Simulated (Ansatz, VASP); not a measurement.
## AlCo in VASP and in Ansatz

File INCAR:

```
PREC = Accurate
ENCUT = 520
EDIFF = 1E-6
ISMEAR = 0
SIGMA = 0.15
LREAL = F
LASPH = T
NELM = 150
ALGO = Fast
ISIF = 2
LWAVE = F
LCHARG = F
ISPIN = 2
MAGMOM = -0.01 0.16
LORBIT = 11
LMAXMIX = 4
GGA = PE
NBANDS = 17
```

The input KPOINTS:

```
Automatic mesh
0
Gamma
  16 16 16
```

File POSCAR:

```
AlCo
1.0
    2.8194032100      0.0000000000      0.0000000000
    0.0000000000      2.8194032100      0.0000000000
    0.0000000000      0.0000000000      2.8194032100
Al Co
1 1
Direct
    0.0000000000      0.0000000000      0.0000000000
    0.4467972515      0.5000000000      0.5000000000
```

Input for Ansatz:

```yaml
crystal:
  lattice:
    - [2.81940321, 0.0, 0.0]
    - [0.0, 2.81940321, 0.0]
    - [0.0, 0.0, 2.81940321]
  atoms:
    - { symbol: Al, position: [0.0, 0.0, 0.0], spin: -0.01 }
    - { symbol: Co, position: [0.4467972515, 0.5, 0.5], spin: 0.16 }
basis:
  ecutwfc: 420
kpoints:
  mp_grid: { grid: [16, 16, 16] }
hamiltonian:
  xc: pbe
scf:
  occupations: { method: gaussian, width: 0.15 }
output:
  forces: true
  stress: true
  eigenvalues: true
  populations: true
magnetization:
  spin_polarized: true
```

Change from the starting cell: all Co atoms moved -0.150 Å, as atom 2 along Cartesian [1 0 0].

Alike in both runs: task single point; functional PBE; k mesh 16 × 16 × 16; occupations gaussian, width 0.15 eV; collinear spin.

```csv
,VASP,Ansatz
version,VASP 6.6.1,Ansatz 0.2.0
potentials or method,"VASP PAW PBE potentials, release 64 (Al, Co), cutoff 520 eV","scalar-relativistic, plane waves, PAW"
valence electrons in the cell,12,20
```

VASP gave:

- gap on the k mesh at the Fermi level (eV): none
- pressure (GPa): 8.5
- traceless stress, the component that is largest in VASP (GPa): -1.07
- rms of the force components (eV/Å): 0.710
- net moment per atom (μB): 0.00

Question: Estimate Ansatz's values.

Answer: gap on the k mesh at the Fermi level (eV): none; pressure (GPa): 8.5; traceless stress, the component that is largest in VASP (GPa): -1.05; rms of the force components (eV/Å): 0.708; net moment per atom (μB): 0.00.

Atom by atom the forces differ by 0.002 eV/Å (rms over components). A gap of «none» marks a metal or a gap that the smearing closes. With one functional, cell and mesh, what is left measures potentials, basis and numerics. VASP's potentials hold 12 valence electrons a cell and Ansatz's 20, so a difference there can come from the potentials and not from the codes. Ansatz's warnings: seeded moment not kept.
